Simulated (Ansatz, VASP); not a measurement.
# One calculation of HfO2, two programs

```
Hf O
1.0
     5.22890    0.00000    0.00000
     0.00000    5.01791    0.00000
     0.00000    0.00000    5.04223
Hf O
4 8
Direct
  0.01809 0.25965 0.22522
  0.48191 0.25965 0.72522
  0.51809 0.74035 0.22522
  0.98191 0.74035 0.72522
  0.33782 0.06447 0.38796
  0.16218 0.06447 0.88796
  0.76410 0.45280 0.49981
  0.73590 0.45280 0.99981
  0.23590 0.54720 0.99981
  0.26410 0.54720 0.49981
  0.83782 0.93553 0.38796
  0.66218 0.93553 0.88796
```

Change from the starting cell: polar distortion scaled by 0.55.

Alike in both runs: task single point; functional r2SCAN; k mesh 6 × 6 × 6; no spin polarisation.

```csv
,VASP,Ansatz
version,VASP 6.6.1,Ansatz 0.2.0
potentials or method,"VASP PAW PBE potentials, release 64 (Hf_pv, O), cutoff 520 eV","scalar-relativistic, plane waves, PAW"
occupations,"gaussian, width 0.01 eV",fixed
valence electrons in the cell,88,152
```

Ansatz gave:

| Item | Value |
| --- | --- |
| gap on the k mesh at the Fermi level (eV) | 4.69 |
| least direct gap on the mesh (eV) | 5.22 |
| pressure (GPa) | 4.5 |
| traceless stress, the component that is largest in VASP (GPa) | -4.74 |
| rms of the force components (eV/Å) | 0.497 |

Problem. Estimate VASP's values.

Solution. gap on the k mesh at the Fermi level (eV): 4.63; least direct gap on the mesh (eV): 5.19; pressure (GPa): 0.7; traceless stress, the component that is largest in VASP (GPa): -4.94; rms of the force components (eV/Å): 0.479.

VASP's potentials were made for PBE, not for r2SCAN. Atom by atom the forces differ by 0.026 eV/Å (rms over components). VASP's potentials hold 88 valence electrons a cell and Ansatz's 152, so a difference there can come from the potentials and not from the codes.

Spin-orbit coupling is off throughout.
